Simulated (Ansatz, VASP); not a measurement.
# Cd in VASP and in Ansatz

The input INCAR:

```
SYSTEM = Cd
ALGO     = Normal         ! electronic algorithm
EDIFF    = 1E-7           ! SCF threshold, eV
ENCUT    = 520            ! plane-wave cutoff, eV
GGA      = PE             ! functional
ISIF     = 2              ! what is computed and relaxed
ISMEAR   = -1             ! smearing method
LASPH    = .TRUE.         ! aspherical terms in the spheres
LCHARG   = .FALSE.        ! write CHGCAR
LREAL    = .FALSE.        ! projectors in reciprocal space
LWAVE    = .FALSE.        ! write WAVECAR
NBANDS   = 19             ! bands
NELM     = 100            ! most SCF steps
PREC     = Accurate       ! precision mode
SIGMA    = 0.08           ! smearing width, eV
```

File KPOINTS:

```
k-points
0
G
  12 12 12
  0 0 0
```

File POSCAR:

```
Cd
1.0
    0.0000000000      3.3437451837      3.3437451837
    3.3437451837      0.0000000000      3.3437451837
    3.3437451837      3.3437451837      0.0000000000
Cd
2
Direct
   -0.1250000000     -0.1250000000     -0.1250000000
    0.1250000000      0.1250000000      0.1250000000
```

Input for Ansatz:

```yaml
crystal:
  lattice:
    - [0.0, 3.3437451837, 3.3437451837]
    - [3.3437451837, 0.0, 3.3437451837]
    - [3.3437451837, 3.3437451837, 0.0]
  atoms:
    - { symbol: Cd, position: [-0.125, -0.125, -0.125] }
    - { symbol: Cd, position: [0.125, 0.125, 0.125] }
kpoints:
  mp_grid: { grid: [12, 12, 12] }
  band_path:
    path:
      - [0.0, 0.0, 0.0]
      - [0.5, 0.0, 0.5]
      - [0.625, 0.25, 0.625]
      - [0.375, 0.375, 0.75]
      - [0.0, 0.0, 0.0]
      - [0.5, 0.5, 0.5]
      - [0.5, 0.25, 0.75]
      - [0.5, 0.0, 0.5]
    npoints: 8
scf:
  occupations: { method: fermi_dirac, width: 0.08 }
hamiltonian:
  xc: pbe
  pseudopotentials: { kind: paw }
output:
  forces: true
  stress: true
  eigenvalues: true
  populations: true
  dos: { projected: true, de: 0.2, e_range: [-14, 8] }
  write_density: true
  write_potential: true
  elf: true
  volumetric_format: npy
```

Change from the starting cell: volume scaled by 1, PAW files.

Alike in both runs: task single point; functional PBE; k mesh 12 × 12 × 12; occupations fermi-dirac, width 0.08 eV; no spin polarisation.

```csv
,VASP,Ansatz
version,VASP 6.6.1,Ansatz 0.2.0
potentials or method,"VASP PAW PBE potentials, release 64 (Cd)","PAW with Ansatz's default frozen-core files, scalar-relativistic"
plane-wave cutoff (eV),520,420
valence electrons in the cell,24,40
```

|  | VASP | Ansatz | Ansatz less VASP |
| --- | --- | --- | --- |
| pressure (GPa) | 0.2 | 0.0 | -0.13 |

The functional is the same, so the differences come from potentials, cutoffs and numerics. VASP's potentials hold 24 valence electrons a cell and Ansatz's 40, so a difference there can come from the potentials and not from the codes.
